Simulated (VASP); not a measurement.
# MnS (Fm-3m) in VASP: settings compared

MnS is run at these levels: PBEsol, LDA; tasks: single point.

Everything below comes from runs of VASP 6.6.1. Logs are shortened: lines on timing, memory, paths and dates and some standing lists are left out, and cuts for length are marked.

## 1. The cell of the first run

It takes space group Fm-3m (No. 225, cubic). Conventional cell: a = 5.209 Å, b = 5.209 Å, c = 5.209 Å, α = 90.00°, β = 90.00°, γ = 90.00°. Within 3.4 Å of Mn (site symmetry m-3m) lie 6 S at 2.60 Å. Within 3.4 Å of S (site symmetry m-3m) lie 6 Mn at 2.60 Å.

## 2. Single point, PBEsol, collinear spin, ferromagnetic start

File INCAR:

```
PREC = Accurate
ENCUT = 520
EDIFF = 1E-6
ISMEAR = -1
SIGMA = 0.05
LREAL = F
LASPH = T
NELM = 150
ALGO = Normal
ISIF = 2
LWAVE = F
LCHARG = F
ISPIN = 2
MAGMOM = 8 0
LORBIT = 11
NUPDOWN = 8.0
LMAXMIX = 4
GGA = PS
NBANDS = 20
```

File KPOINTS:

```
regular mesh
0
Gamma
  7 7 7
```

File POSCAR:

```
MnS
1.0
    0.0000000000      2.6045000000      2.6045000000
    2.6045000000      0.0000000000      2.6045000000
    2.6045000000      2.6045000000      0.0000000000
Mn S
1 1
Direct
    0.0000000000      0.0000000000      0.0000000000
    0.5000000000      0.5000000000      0.5000000000
```

Potentials or basis: VASP PAW PBE potentials, release 64 (Mn_pv, S).

Started as:

```
cat potpaw_PBE.64/Mn_pv/POTCAR potpaw_PBE.64/S/POTCAR > POTCAR
mpirun -np 1 vasp_std > vasp.out
```

OUTCAR:

```text
PREC = Accurate
   ENCUT = 520
   EDIFF = 1E-6
   ISMEAR = -1
   LREAL = F
   LASPH = T
   NELM = 150
   ISIF = 2
   ISPIN = 2
   LORBIT = 11
   NUPDOWN = 8.0
   GGA = PS

 ion  position               nearest neighbor table
   1  0.000  0.000  0.000-   2 2.60   2 2.60   2 2.60   2 2.60   2 2.60   2 2.60
   2  0.500  0.500  0.500-   1 2.60   1 2.60   1 2.60   1 2.60   1 2.60   1 2.60

  LATTYP: Found a face centered cubic cell.
 ALAT       =     5.2090000000

  Lattice vectors:

 A1 = (   0.0000000000,   2.6045000000,   2.6045000000)
 A2 = (   2.6045000000,   0.0000000000,   2.6045000000)
 A3 = (   2.6045000000,   2.6045000000,   0.0000000000)

Analysis of symmetry for initial positions (statically):
=====================================================================
 Subroutine PRICEL returns:
 Original cell was already a primitive cell.

 Routine SETGRP: Setting up the symmetry group for a
 face centered cubic supercell.

 Subroutine GETGRP returns: Found 48 space group operations
 (whereof 48 operations were pure point group operations)
 out of a pool of 48 trial point group operations.

The static configuration has the point symmetry O_h .

Analysis of symmetry for dynamics (positions and initial velocities):
=====================================================================
 Subroutine PRICEL returns:
 Original cell was already a primitive cell.

 Routine SETGRP: Setting up the symmetry group for a
 face centered cubic supercell.

 Subroutine GETGRP returns: Found 48 space group operations
 (whereof 48 operations were pure point group operations)
 out of a pool of 48 trial point group operations.

The dynamic configuration has the point symmetry O_h .

Analysis of structural, dynamic, and magnetic symmetry:
=====================================================================
 Subroutine PRICEL returns:
 Original cell was already a primitive cell.

 Routine SETGRP: Setting up the symmetry group for a
 face centered cubic supercell.

 Subroutine GETGRP returns: Found 48 space group operations
 (whereof 48 operations were pure point group operations)
 out of a pool of 48 trial point group operations.

The overall configuration has the point symmetry O_h .

 Subroutine INISYM returns: Found 48 space group operations
 (whereof 48 operations are pure point group operations),
 and found     1 'primitive' translations

----------------------------------------------------------------------------------------

                                     Primitive cell

  volume of cell :      35.3348

  direct lattice vectors                    reciprocal lattice vectors
     0.000000000  2.604500000  2.604500000    -0.191975427  0.191975427  0.191975427
     2.604500000  0.000000000  2.604500000     0.191975427 -0.191975427  0.191975427
     2.604500000  2.604500000  0.000000000     0.191975427  0.191975427 -0.191975427

  length of vectors
     3.683319223  3.683319223  3.683319223     0.332511194  0.332511194  0.332511194

  position of ions in fractional coordinates (direct lattice)
[... 8 lines left out ...]
----------------------------------------------------------------------------------------

 KPOINTS: regular mesh

Automatic generation of k-mesh.
 Grid dimensions read from file:
 generate k-points for:    7    7    7

 Generating k-lattice:

  Cartesian coordinates                     Fractional coordinates (reciprocal lattice)
    -0.027425061  0.027425061  0.027425061     0.142857143  0.000000000  0.000000000
     0.027425061 -0.027425061  0.027425061     0.000000000  0.142857143  0.000000000
     0.027425061  0.027425061 -0.027425061     0.000000000  0.000000000  0.142857143

  Length of vectors
     0.047501599  0.047501599  0.047501599

  Shift w.r.t. Gamma in fractional coordinates (k-lattice)
     0.000000000  0.000000000  0.000000000

 Subroutine IBZKPT returns following result:
 ===========================================

 Found     20 irreducible k-points:

 Following reciprocal coordinates:
            Coordinates               Weight
  0.000000  0.000000  0.000000      1.000000
  0.142857  0.000000  0.000000      8.000000
  0.285714  0.000000  0.000000      8.000000
  0.428571  0.000000  0.000000      8.000000
  0.142857  0.142857  0.000000      6.000000
  0.285714  0.142857  0.000000     24.000000
[... 12 lines left out ...]
 -0.428571  0.428571  0.142857     24.000000
 -0.285714  0.428571  0.142857     24.000000
   k-points           NKPTS =     20   k-points in BZ     NKDIM =     20   number of bands    NBANDS=     20
   number of dos      NEDOS =    301   number of ions     NIONS =      2
   total plane-waves  NPLWV =  21952
   dimension x,y,z NGX =    28 NGY =   28 NGZ =   28
   dimension x,y,z NGXF=    56 NGYF=   56 NGZF=   56
   ions per type =               1   1
   NGX,Y,Z   is equivalent  to a cutoff of  12.64, 12.64, 12.64 a.u.
   NGXF,Y,Z  is equivalent  to a cutoff of  25.28, 25.28, 25.28 a.u.
 SYSTEM =  unknown system
   PREC   = accura    normal or accurate (medium, high low for compatibility)
   ISTART =      0    job   : 0-new  1-cont  2-samecut
   ICHARG =      2    charge: 1-file 2-atom 10-const
   ISPIN  =      2    spin polarized calculation?
   LNONCOLLINEAR =      F non collinear calculations
   LSORBIT =      F    spin-orbit coupling
   LASPH  =      T    aspherical Exc in radial PAW
   ENCUT  =  520.0 eV  38.22 Ry    6.18 a.u.   6.85  6.85  6.85*2*pi/ulx,y,z
   NELM   =    150;   NELMIN=  2; NELMDL= -5     # of ELM steps
   EDIFF  = 0.1E-05   stopping-criterion for ELM
   LREAL  =      F    real-space projection
[... 7 lines left out ...]
   TEBEG  =    0.0;   TEEND  =   0.0 temperature during run
   PSTRESS=    0.0 pullay stress
   NELECT =      19.0000    total number of electrons
   NUPDOWN=       8.0000    fix difference up-down
   EMIN   =  10.00;   EMAX   =-10.00  energy-range for DOS
   EFERMI =   0.00;   METHOD = LEGACY
   ISMEAR =    -1;   SIGMA  =   0.05  broadening in eV -4-tet -1-fermi 0-gaus
   EFERMI_NEDOS =   21; number of points for ismear=-14 and -15
   IALGO  =     38    algorithm
   IMIX   =      4    mixing-type and parameters
     AMIX     =   0.40;   BMIX     =  1.00
     AMIX_MAG =   1.60;   BMIX_MAG =  1.00
  volume/ion in A,a.u.               =      17.67       119.23
  Fermi-wavevector in a.u.,A,eV,Ry     =   1.331246  2.515690 24.112464  1.772216
  Thomas-Fermi vector in A             =   2.460272
   LORBIT       =     11    0 simple, 1 ext, 2 COOP (PROOUT), +10 PAW based schemes
   GGA     = PS    functional components
   LHFCALC =     F    Hartree Fock is set to
   AEXX    =    0.0000 exact exchange contribution
   IVDW    =     0    specifies the selected vdW correction
   LEPSILON=     F    determine dielectric tensor
   LRPA    =     F    only Hartree local field effects (RPA)
 spin polarized calculation
  energy-cutoff  :      520.00
  volume of cell :       35.33
 maximum number of plane-waves:       966
   NGX = 13   NGY = 13   NGZ = 13

 number of electron      18.9999989 magnetization       7.9999995

 Free energy of the ion-electron system (eV)
  ---------------------------------------------------
  ext. energy  EPLUGINS =         0.00000000
  ---------------------------------------------------
  free energy    TOTEN  =        -5.08420342 eV

  energy without entropy =       -5.06704040  energy(sigma->0) =       -5.07562191

 E-fermi :   3.3220     XC(G=0): -10.7959

 val. band max:       11.3928336779   @ k =   0.2857   0.1429   0.0000
 cond. band min:       3.3483126190   @ k =  -0.4286   0.4286   0.1429
 fundamental gap:     -8.0445210590
 Fermi energy:        11.4489557915

 spin component 1

 k-point     1 :       0.0000    0.0000    0.0000
  band No.  band energies     occupation
      1     -44.1672      1.00000
      2     -44.1672      1.00000
      3     -44.1672      1.00000
      4      -9.3896      1.00000
      5       2.9510      1.00000
      6       2.9510      1.00000
[... 12 lines left out ...]
     19      17.3306      0.00000
     20      18.0544      0.00000

 k-point     2 :       0.1429    0.0000    0.0000
  band No.  band energies     occupation
      1     -44.1688      1.00000
      2     -44.1675      1.00000
      3     -44.1675      1.00000
      4      -9.2007      1.00000
      5       1.7307      1.00000
      6       2.0717      1.00000
[... 406 lines left out ...]
 k-point    20 :      -0.2857    0.4286    0.1429
  band No.  band energies     occupation
      1     -44.1730      1.00000
      2     -44.1727      1.00000
      3     -44.1701      1.00000
      4      -7.9711      1.00000
      5      -0.0650      1.00000
      6       0.0579      1.00000
[... 12 lines left out ...]
     19      20.8422      0.00000
     20      22.1744      0.00000
 Fermi energy:         3.3219731987

 spin component 2

 k-point     1 :       0.0000    0.0000    0.0000
  band No.  band energies     occupation
      1     -39.1924      1.00000
      2     -39.1924      1.00000
      3     -39.1924      1.00000
      4      -7.3274      1.00000
      5       5.2753      0.00000
      6       5.2753      0.00000
[... 12 lines left out ...]
     19      19.9716      0.00000
     20      21.1402      0.00000

 k-point     2 :       0.1429    0.0000    0.0000
  band No.  band energies     occupation
      1     -39.1944      1.00000
      2     -39.1927      1.00000
      3     -39.1927      1.00000
      4      -7.1426      1.00000
      5       4.0472      0.00000
      6       4.7931      0.00000
[... 406 lines left out ...]
 k-point    20 :      -0.2857    0.4286    0.1429
  band No.  band energies     occupation
      1     -39.1996      1.00000
      2     -39.1991      1.00000
      3     -39.1959      1.00000
      4      -5.9216      1.00000
      5       2.2027      1.00000
      6       2.2038      1.00000
[... 12 lines left out ...]
     19      23.0458      0.00000
     20      24.5137      0.00000

------------------------ aborting loop because EDIFF is reached ----------------------------------------

  FORCE on cell =-STRESS in cart. coord.  units (eV):
  Direction    XX          YY          ZZ          XY          YZ          ZX
  --------------------------------------------------------------------------------------
  -------------------------------------------------------------------------------------
  Total        7.8573594      7.8573594      7.8573594      0.0000000      0.0000000      0.0000000
  in kB      356.2739906    356.2739906    356.2739906      0.0000000      0.0000000      0.0000000
  external PRESSURE =     356.2739906 kB  Pullay stress =       0.0000000 kB

 VOLUME and BASIS-vectors are now :
 -----------------------------------------------------------------------------
  energy-cutoff  :      520.00
  volume of cell :       35.33
      direct lattice vectors                 reciprocal lattice vectors
     0.000000000  2.604500000  2.604500000    -0.191975427  0.191975427  0.191975427
     2.604500000  0.000000000  2.604500000     0.191975427 -0.191975427  0.191975427
     2.604500000  2.604500000  0.000000000     0.191975427  0.191975427 -0.191975427

 POSITION                                       TOTAL-FORCE (eV/Angst)
 -----------------------------------------------------------------------------------
      0.00000      0.00000      0.00000         0.000000     -0.000000     -0.000000
      2.60450      2.60450      2.60450        -0.000000      0.000000      0.000000
 -----------------------------------------------------------------------------------
    total drift:                               -0.000000      0.000000      0.000000

  FREE ENERGIE OF THE ION-ELECTRON SYSTEM (eV)
  ---------------------------------------------------
  free  energy   TOTEN  =        -5.0842034158 eV

  energy  without entropy=       -5.0670403963  energy(sigma->0) =       -5.07562191

 total charge

# of ion       s       p       d       tot
------------------------------------------
    1        0.394   6.272   4.718  11.383
    2        1.417   2.040   0.000   3.457
--------------------------------------------------
tot          1.811   8.312   4.718  14.841

 magnetization (x)

# of ion       s       p       d       tot
------------------------------------------
    1        0.250   0.211   4.545   5.006
    2        0.113   0.961   0.000   1.074
--------------------------------------------------
tot          0.363   1.172   4.545   6.080
```

Run time: 13 s. Hardware: 1 thread of Intel Xeon Platinum 8559C (Emerald Rapids), shared host; peak memory 0.17 GiB.

What came out:

* Free energy: -5.0842 eV
* Pressure: 35.6 GPa
* Net moment: 8.00 μB per cell
* Site moments: Mn +5.01; S +1.07 μB
* Valence electrons inside the program's atomic spheres: Mn 11.38; S 3.46

Caveat: the PAW data sets were made with another functional, which shifts forces and pressure a little; the total moment is fixed, so each spin has its own Fermi level; a cell with one magnetic atom can't hold antiferromagnetic order, which such compounds often take.

[end of part 1 of 2]
